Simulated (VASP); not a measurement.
Here is a VASP 6.6.1 calculation.

File INCAR:

```
SYSTEM = FeO
  ALGO = Normal
  EDIFF = 1E-6
  ENCUT = 600
  GGA = PE
  GGA_COMPAT = .False.
  ISIF = 2
  ISMEAR = -1
  ISPIN = 2
  LASPH = .True.
  LCHARG = .True.
  LELF = .True.
  LMAXMIX = 4
  LORBIT = 11
  LREAL = .False.
  LVHAR = .True.
  LWAVE = .False.
  MAGMOM = 4.5 0
  NBANDS = 22
  NELM = 200
  PREC = Accurate
  SIGMA = 0.05
```

Contents of KPOINTS:

```
k-points
0
Gamma
  11 11 11
  0 0 0
```

File POSCAR:

```
FeO
1.0
    1.5176821100      0.8762341800      2.5157945800
   -1.5176821100      0.8762341800      2.5157945800
    0.0000000000     -1.7524683500      2.5157945800
Fe O
1 1
Direct
    0.0000000000      0.0000000000      0.0000000000
    0.5000000000      0.5000000000      0.5000000000
```

Potentials or basis: VASP PAW PBE potentials, release 64 (Fe_sv, O).

Run with:

```console
$ cat potpaw_PBE.64/Fe_sv/POTCAR potpaw_PBE.64/O/POTCAR > POTCAR
$ mpirun -np 1 vasp_std > vasp.out
```

Question: Estimate the band gap on the k mesh.

Answer: Zero (filled and empty bands overlap).

Question: Predict the pressure.

Answer: -3.0 GPa.

Question: Estimate the site moments.

Answer: Fe +3.48; O +0.30 μB.

Question: Estimate the net moment.

Answer: 4.00 μB per cell.

Stress tensor (GPa, compression positive):
```
-2.74  0.00  0.00
 0.00 -2.74  0.00
 0.00  0.00 -3.65
```

Caveat: the cell stands under tension; a cell with one magnetic atom can't hold antiferromagnetic order, which such compounds often take; semilocal functionals often make such compounds metallic where correlation or magnetic order opens a gap, which also shifts bond lengths. With open d or f shells a metallic result of PBE can be an artefact of self-interaction; +U or a hybrid may open a gap.
